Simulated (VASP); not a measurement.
A run of VASP 6.6.1 is set up as follows.

INCAR

```
ALGO = Normal
EDIFF = 1E-6
ENCUT = 500
GGA = PE
GGA_COMPAT = False
ISIF = 2
ISMEAR = 0
ISYM = 0
LASPH = True
LCHARG = False
LREAL = False
LWAVE = False
NBANDS = 26
NELM = 120
PREC = Accurate
SIGMA = 0.01
```

File KPOINTS:

```
Automatic mesh
0
Gamma
  1 1 1
  0.5 0.5 0.5
```

The input POSCAR:

```
Si
1.0
    5.4310000000      0.0000000000      0.0000000000
    0.0000000000      5.4310000000      0.0000000000
    0.0000000000      0.0000000000      5.4310000000
Si
8
Direct
   -0.0073651300     -0.0044190800     -0.0033143100
    0.2500000000      0.2500000000      0.2500000000
    0.0000000000      0.5000000000      0.5000000000
    0.2500000000      0.7500000000      0.7500000000
    0.5000000000      0.0000000000      0.5000000000
    0.7500000000      0.2500000000      0.7500000000
    0.5000000000      0.5000000000      0.0000000000
    0.7500000000      0.7500000000      0.2500000000
```

Potentials or basis: VASP PAW PBE potentials, release 64 (Si).

The run is started by

```console
$ cat potpaw_PBE.64/Si/POTCAR > POTCAR
$ mpirun -np 1 vasp_std > vasp.out
```

Question: What does it give for the pressure?

Answer: 8.7 GPa.

Question: Estimate the band gap on the k mesh.

Answer: 2.59 eV.

Question: Estimate the largest force.

Answer: 0.694 eV/Å.

Forces on the atoms (eV/Å):
```
Si   0.567  0.326  0.232
Si  -0.217 -0.172 -0.155
Si   0.141 -0.012 -0.010
Si  -0.108 -0.066 -0.049
Si  -0.019  0.085 -0.010
Si  -0.162 -0.009 -0.102
Si  -0.019 -0.012  0.064
Si  -0.183 -0.140  0.030
```

Caveat: the k points lie up to 1.16 Å⁻¹ apart. A k mesh can miss the band edges.
